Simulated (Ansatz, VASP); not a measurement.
**In: VASP beside Ansatz**

```
In
1.0
     4.41006    0.00000    0.00000
     0.00000    4.41006    0.00000
     0.00000    0.00000    4.41006
In
3
Direct
  0.50000 0.00000 0.00000
  0.00000 0.50000 0.00000
  0.00000 0.00000 0.50000
```

Alike in both runs: task single point; functional PBE; k mesh 10 × 10 × 10; occupations gaussian, width 0.1 eV; no spin polarisation.

```csv
,VASP,Ansatz
version,VASP 6.6.1,Ansatz 0.2.0
potentials or method,"VASP PAW PBE potentials, release 64 (In_d), cutoff 520 eV","scalar-relativistic, plane waves, PAW"
valence electrons in the cell,39,39
```

```tsv
	VASP	Ansatz	Ansatz less VASP
gap on the k mesh at the Fermi level (eV)	none	none	-
pressure (GPa)	2.2	2.1	-0.05
```

A gap of «none» marks a metal or a gap that the smearing closes.
